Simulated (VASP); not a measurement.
A run of VASP 6.6.1:

File INCAR:

```
SYSTEM = Au
PREC     = Accurate       ! precision mode
ENCUT    = 520            ! plane-wave cutoff, eV
EDIFF    = 1E-7           ! SCF threshold, eV
ISMEAR   = 0              ! smearing method
SIGMA    = 0.15           ! smearing width, eV
LREAL    = .FALSE.        ! projectors in reciprocal space
LASPH    = .TRUE.         ! aspherical terms in the spheres
NELM     = 80             ! most SCF steps
ALGO     = Fast           ! electronic algorithm
ISIF     = 2              ! what is computed and relaxed
LWAVE    = .FALSE.        ! write WAVECAR
LCHARG   = .FALSE.        ! write CHGCAR
GGA      = PS             ! functional
NBANDS   = 12             ! bands
```

The input KPOINTS:

```
Automatic mesh
0
G
  26 26 26
  0 0 0
```

The input POSCAR:

```
Au
1.0
   -1.5805465595      1.5805465595      1.5400197247
    1.5805465595     -1.5805465595      1.5400197247
    1.5805465595      1.5805465595     -1.5400197247
Au
1
Direct
    0.0000000000      0.0000000000      0.0000000000
```

Potentials or basis: VASP PAW PBE potentials, release 64 (Au).

Run with:

```sh
$ cat potpaw_PBE.64/Au/POTCAR > POTCAR
$ mpirun -np 1 vasp_std > vasp.out
```

Hardware: 1 thread of Intel Xeon 6975P-C (shared host).

Task: Estimate the wall time of this run.

Result: It took 3.2 min on 1 thread of Intel Xeon 6975P-C, with other jobs on the host, peak memory 0.34 GiB. Counts: scf iterations 14, k points 1330.
